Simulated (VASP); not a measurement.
# Cs8Sn9Br24 (a cell with a defect) in VASP: single point with PBEsol

Aim: the single point of Cs8Sn9Br24 (a cell with a defect) with PBEsol.

All numbers are computed with VASP 6.6.1; they aren't measurements. Logs are shortened: lines on timing, memory, paths and dates and some standing lists are left out, and cuts for length are marked.

### Step 1. The cell of the first run

The cell holds a defect, 41 atoms: a = 11.500 Å, b = 11.500 Å, c = 11.500 Å, α = 90.00°, β = 90.00°, γ = 90.00°.

### Step 2. Single point, PBEsol

Contents of INCAR:

```
SYSTEM = Cs8Sn9Br24
PREC     = Accurate       ! precision mode
ENCUT    = 400            ! plane-wave cutoff, eV
EDIFF    = 1E-6           ! SCF threshold, eV
ISMEAR   = -1             ! smearing method
SIGMA    = 0.05           ! smearing width, eV
LREAL    = Auto         
LASPH    = .TRUE.         ! aspherical terms in the spheres
NELM     = 120            ! most SCF steps
ALGO     = Normal         ! electronic algorithm
ISIF     = 2              ! what is computed and relaxed
LWAVE    = .FALSE.        ! write WAVECAR
LCHARG   = .TRUE.         ! write CHGCAR
GGA      = PS             ! functional
LELF     = .TRUE.         ! ELF
LVHAR    = .TRUE.       
ISYM     = -1           
NBANDS   = 209            ! bands
GGA_COMPAT= .FALSE.
```

Contents of KPOINTS:

```
explicit points
1
Reciprocal
  0.25000000   0.25000000   0.25000000 1
```

Contents of POSCAR:

```
Cs8Sn9Br24
1.0
   11.5000000000      0.0000000000      0.0000000000
    0.0000000000     11.5000000000      0.0000000000
    0.0000000000      0.0000000000     11.5000000000
Cs Sn Br
8 9 24
Direct
    0.9905110000      0.0235320000      0.0210140000
    0.0053280000      0.9350730000      0.5041400000
    0.0019120000      0.5162660000      0.9877150000
    0.9826320000      0.5167920000      0.4711090000
    0.4797670000      0.0327360000      0.0136580000
    0.5477060000      0.0053880000      0.4987510000
    0.5229480000      0.5187630000      0.0055720000
    0.5279970000      0.5170510000      0.4918740000
    0.2553810000      0.2775260000      0.2437550000
    0.2538930000      0.2090860000      0.7624670000
    0.2630820000      0.7646680000      0.2473060000
    0.2638140000      0.7282130000      0.7459440000
    0.7583450000      0.2620660000      0.2505500000
    0.7610160000      0.2477450000      0.7549220000
    0.7602090000      0.7630990000      0.2437620000
    0.7620450000      0.7483380000      0.7499800000
    0.2697660000      0.2527850000      0.5114330000
    0.2882960000      0.3180490000      0.9997100000
    0.0431730000      0.2268490000      0.5002660000
    0.2579590000      0.7080470000      0.0037350000
    0.2862440000      0.7941930000      0.5058670000
    0.7219290000      0.2364320000      0.0025280000
    0.7430540000      0.2832510000      0.5012260000
    0.7774050000      0.7711660000      0.9960360000
    0.7487680000      0.7442140000      0.4964110000
    0.0001920000      0.2953810000      0.1987030000
    0.0018010000      0.2561450000      0.8131300000
    0.0119610000      0.7445330000      0.2509610000
    0.0121840000      0.7144120000      0.7297980000
    0.5029580000      0.2407510000      0.2638270000
    0.5034370000      0.2143970000      0.7416430000
    0.5125030000      0.7844830000      0.2333510000
    0.5115660000      0.7454210000      0.7606240000
    0.2373420000      0.0188070000      0.2371460000
    0.2396330000      0.9617890000      0.8043700000
    0.2740420000      0.5205540000      0.3019270000
    0.2575020000      0.4560910000      0.6424080000
    0.7833510000      0.0114190000      0.2722200000
    0.7815610000      0.9972730000      0.7317860000
    0.7397600000      0.5138390000      0.2372730000
    0.7445010000      0.4986300000      0.7689930000
```

Potentials or basis: VASP PAW PBE potentials, release 64 (Cs_sv, Sn_d, Br).

Run with:

```
$ cat potpaw_PBE.64/Cs_sv/POTCAR potpaw_PBE.64/Sn_d/POTCAR potpaw_PBE.64/Br/POTCAR > POTCAR
$ mpirun -np 1 vasp_std > vasp.out
```

OUTCAR:

```text
SYSTEM = Cs8Sn9Br24
   PREC = Accurate
   ENCUT = 400
   EDIFF = 1E-6
   ISMEAR = -1
   LREAL = Auto
   LASPH = .TRUE.
   NELM = 120
   ISIF = 2
   GGA = PS
   ISYM = -1

 ion  position               nearest neighbor table
   1  0.991  0.024  0.021-
   2  0.005  0.935  0.504-
   3  0.002  0.516  0.988-
   4  0.983  0.517  0.471-
   5  0.480  0.033  0.014-
   6  0.548  0.005  0.499-
   7  0.523  0.519  0.006-
   8  0.528  0.517  0.492-
   9  0.255  0.278  0.244-  18 2.87  36 2.88  30 2.89  34 2.98  26 2.99  17 3.10
  10  0.254  0.209  0.762-  31 2.88  35 2.89  17 2.94  27 3.01  18 3.03  37 3.16
  11  0.263  0.765  0.247-  20 2.88  36 2.88  32 2.88  28 2.90  34 2.94  21 3.00
  12  0.264  0.728  0.746-  35 2.78  33 2.86  21 2.87  29 2.90  20 2.97
  13  0.758  0.262  0.251-  26 2.87  22 2.90  23 2.90  40 2.91  38 2.91  30 2.95
  14  0.761  0.248  0.755-  27 2.85  22 2.89  41 2.90  39 2.90  23 2.95  31 2.99
  15  0.760  0.763  0.244-  24 2.86  32 2.86  40 2.88  38 2.89  28 2.90  25 2.92
  16  0.762  0.748  0.750-  24 2.85  39 2.88  33 2.88  41 2.89  29 2.91  25 2.92
  17  0.270  0.253  0.511-  19 2.63  37 2.78  10 2.94   9 3.10
  18  0.288  0.318  1.000-   9 2.87  10 3.03
  19  0.043  0.227  0.500-  17 2.63
  20  0.258  0.708  0.004-  11 2.88  12 2.97
  21  0.286  0.794  0.506-  12 2.87  11 3.00
  22  0.722  0.236  0.003-  14 2.89  13 2.90
  23  0.743  0.283  0.501-  13 2.90  14 2.95
  24  0.777  0.771  0.996-  16 2.85  15 2.86
  25  0.749  0.744  0.496-  15 2.92  16 2.92
[... 14 lines left out ...]
  40  0.740  0.514  0.237-  15 2.88  13 2.91
  41  0.745  0.499  0.769-  16 2.89  14 2.90

IMPORTANT INFORMATION: All symmetrisations will be switched off!
NOSYMM: (Re-)initialisation of all symmetry stuff for point group C_1.

----------------------------------------------------------------------------------------

                                     Primitive cell

  volume of cell :    1520.8750

  direct lattice vectors                    reciprocal lattice vectors
    11.500000000  0.000000000  0.000000000     0.086956522  0.000000000  0.000000000
     0.000000000 11.500000000  0.000000000     0.000000000  0.086956522  0.000000000
     0.000000000  0.000000000 11.500000000     0.000000000  0.000000000  0.086956522

  length of vectors
    11.500000000 11.500000000 11.500000000     0.086956522  0.086956522  0.086956522

  position of ions in fractional coordinates (direct lattice)
     0.990511000  0.023532000  0.021014000
     0.005328000  0.935073000  0.504140000
     0.001912000  0.516266000  0.987715000
     0.982632000  0.516792000  0.471109000
     0.479767000  0.032736000  0.013658000
[... 115 lines left out ...]
   NFREE  =      0    steps in history (QN), initial steepest desc. (CG)
   ISIF   =      2    stress and relaxation
   ISYM   =     -1    0-nonsym 1-usesym 2-fastsym
   POTIM  = 0.5000    time-step for ionic-motion
   TEBEG  =    0.0;   TEEND  =   0.0 temperature during run
   PSTRESS=    0.0 pullay stress
   NELECT =     366.0000    total number of electrons
   NUPDOWN=      -1.0000    fix difference up-down
   EMIN   =  10.00;   EMAX   =-10.00  energy-range for DOS
   EFERMI =   0.00;   METHOD = LEGACY
   ISMEAR =    -1;   SIGMA  =   0.05  broadening in eV -4-tet -1-fermi 0-gaus
   EFERMI_NEDOS =   21; number of points for ismear=-14 and -15
   IALGO  =     38    algorithm
   IMIX   =      4    mixing-type and parameters
     AMIX     =   0.40;   BMIX     =  1.00
     AMIX_MAG =   1.60;   BMIX_MAG =  1.00
  volume/ion in A,a.u.               =      37.09       250.33
  Fermi-wavevector in a.u.,A,eV,Ry     =   1.018288  1.924286 14.108027  1.036911
  Thomas-Fermi vector in A             =   2.151737
   LORBIT       =      0    0 simple, 1 ext, 2 COOP (PROOUT), +10 PAW based schemes
   GGA     = PS    functional components
   LHFCALC =     F    Hartree Fock is set to
   AEXX    =    0.0000 exact exchange contribution
   IVDW    =     0    specifies the selected vdW correction
   LEPSILON=     F    determine dielectric tensor
   LRPA    =     F    only Hartree local field effects (RPA)
 non-spin polarized calculation
  energy-cutoff  :      400.00
  volume of cell :     1520.88
 maximum number of plane-waves:     27658
 NGX is ok and might be reduce to    80
   NGX = 37   NGY = 37   NGZ = 37

 number of electron     365.9999986 magnetization

 Free energy of the ion-electron system (eV)
  ---------------------------------------------------
  ext. energy  EPLUGINS =         0.00000000
  ---------------------------------------------------
  free energy    TOTEN  =      -137.34123231 eV

  energy without entropy =     -137.34116286  energy(sigma->0) =     -137.34119758

 E-fermi :   2.8595     XC(G=0):  -8.1619

 val. band max:        2.3394206485   @ k =   0.2500   0.2500   0.2500
 cond. band min:       3.3801350567   @ k =   0.2500   0.2500   0.2500
 fundamental gap:      1.0407144082
 Fermi energy:         2.8595198606

 k-point     1 :       0.2500    0.2500    0.2500
  band No.  band energies     occupation
      1     -19.6989      2.00000
      2     -19.6940      2.00000
      3     -19.6713      2.00000
      4     -19.6702      2.00000
      5     -19.6629      2.00000
      6     -19.6476      2.00000
[... 187 lines left out ...]
    194       4.3594      0.00000
    195       4.4799      0.00000
 [bands above 195 left out]

------------------------ aborting loop because EDIFF is reached ----------------------------------------

  FORCE on cell =-STRESS in cart. coord.  units (eV):
  Direction    XX          YY          ZZ          XY          YZ          ZX
  --------------------------------------------------------------------------------------
  -------------------------------------------------------------------------------------
  Total        2.4089149      1.2938927      3.4555787     -0.3641710     -1.8204611     -0.0887267
  in kB        2.5376897      1.3630611      3.6403056     -0.3836387     -1.9177786     -0.0934698
  external PRESSURE =       2.5136855 kB  Pullay stress =       0.0000000 kB

 VOLUME and BASIS-vectors are now :
 -----------------------------------------------------------------------------
  energy-cutoff  :      400.00
  volume of cell :     1520.88
      direct lattice vectors                 reciprocal lattice vectors
    11.500000000  0.000000000  0.000000000     0.086956522  0.000000000  0.000000000
     0.000000000 11.500000000  0.000000000     0.000000000  0.086956522  0.000000000
     0.000000000  0.000000000 11.500000000     0.000000000  0.000000000  0.086956522

 POSITION                                       TOTAL-FORCE (eV/Angst)
 -----------------------------------------------------------------------------------
     11.39088      0.27062      0.24166         0.003538     -0.003665      0.002915
      0.06127     10.75334      5.79761         0.001199      0.002131     -0.000307
      0.02199      5.93706     11.35872        -0.000198      0.004312      0.004671
     11.30027      5.94311      5.41775         0.000148      0.003520      0.000367
      5.51732      0.37646      0.15707         0.000203      0.001715      0.002665
      6.29862      0.06196      5.73564        -0.012198      0.001324      0.003854
[... 33 lines left out ...]
      8.50724      5.90915      2.72864        -0.002527     -0.004713     -0.001105
      8.56176      5.73424      8.84342        -0.002368      0.003396      0.000475
 -----------------------------------------------------------------------------------
    total drift:                               -0.002016      0.012570     -0.003344

  FREE ENERGIE OF THE ION-ELECTRON SYSTEM (eV)
  ---------------------------------------------------
  free  energy   TOTEN  =      -137.3412323077 eV

  energy  without entropy=     -137.3411628589  energy(sigma->0) =     -137.34119758
```

Wall time 7.5 min (1 thread of Intel Xeon Platinum 8259CL at 2.50GHz (Skylake/Cascade Lake), shared host); peak memory 1 GiB.

Results:

| Quantity | Value |
| --- | --- |
| Free energy | -137.3412 eV |
| Pressure | 0.3 GPa |
| Largest force | 0.030 eV/Å |
| Band gap on the k mesh | 1.04 eV |

Forces on the atoms (eV/Å):
```
Cs   0.004 -0.004  0.003
Cs   0.001  0.002  0.000
Cs   0.000  0.004  0.005
Cs   0.000  0.004  0.000
Cs   0.000  0.002  0.003
Cs  -0.012  0.001  0.004
Cs  -0.001 -0.003  0.001
Cs   0.007  0.007  0.004
Sn  -0.004 -0.008  0.010
Sn   0.003  0.001  0.022
Sn  -0.005 -0.001  0.005
Sn   0.002 -0.009  0.001
Sn  -0.003 -0.001  0.008
Sn   0.011  0.005  0.006
Sn   0.008 -0.002  0.001
Sn   0.001 -0.008 -0.009
Sn   0.007 -0.016 -0.025
Br   0.007 -0.002 -0.021
Br  -0.015 -0.005  0.005
Br   0.003  0.000  0.006
Br  -0.004  0.001  0.000
Br   0.009  0.002  0.001
Br  -0.001 -0.003 -0.006
Br  -0.006  0.003  0.009
Br   0.002 -0.001 -0.001
Br   0.007  0.000  0.000
Br  -0.002  0.001 -0.010
Br  -0.001  0.001 -0.004
Br   0.001  0.004  0.000
Br  -0.002 -0.003 -0.007
Br  -0.017 -0.004 -0.003
Br   0.001  0.003  0.012
Br   0.000  0.006 -0.010
Br  -0.003  0.007 -0.002
Br  -0.005  0.009 -0.009
Br   0.002 -0.001 -0.005
Br   0.001  0.002  0.005
Br   0.005  0.007 -0.001
Br   0.004 -0.003  0.002
Br  -0.003 -0.005 -0.001
Br  -0.002  0.003  0.000
```

Caveat: the PAW data sets were made with another functional, which shifts forces and pressure a little; spin-orbit coupling is left out, which moves the levels of the heavy elements.
